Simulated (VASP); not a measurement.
# AlCu3: single point with PBEsol

Crystal: AlCu3.

```xyz
4
Lattice="0.0000 2.7201 2.7201 2.7201 0.0000 2.7201 2.7201 2.7201 0.0000" Properties=species:S:1:pos:R:3 pbc="T T T"
Al    0.0000    0.0000    0.0000
Cu    2.7201    2.7201    2.7201
Cu    1.3600    1.3600    1.3600
Cu    4.0801    4.0801    4.0801
```

```
Program             : VASP 6.6.1
Task                : single point
Functional          : PBEsol
Potentials or basis : VASP PAW PBE potentials, release 64 (Al, Cu)
Cutoff              : 520 eV
k mesh              : 14 × 14 × 14
Occupations         : gaussian, width 0.1 eV
Spin                : no spin polarisation
```

| Item | Value |
| --- | --- |
| Pressure | 40.7 GPa |
| Band gap on the k mesh | zero (bands 18 and 19 overlap by 6.32 eV) |

Levels at points of the mesh, in eV from the Fermi level:
```
           k point  band 16  band 17  band 18  band 19  band 20  band 21
(0.00, 0.00, 0.00)    -2.95     3.93     3.93     3.93     4.78     4.78
(0.50, 0.00, 0.00)    -2.88    -2.51     2.72     2.72     3.39     3.39
(0.50, 0.50, 0.00)    -2.77    -2.77    -2.69    -2.39     2.46     3.16
```

Run time: 4 min on 1 thread of Intel Xeon 8259CL (shared host), peak memory 0.23 GiB.

Caveat: the cell stands under pressure; the PAW data sets were made with another functional, which shifts forces and pressure a little.
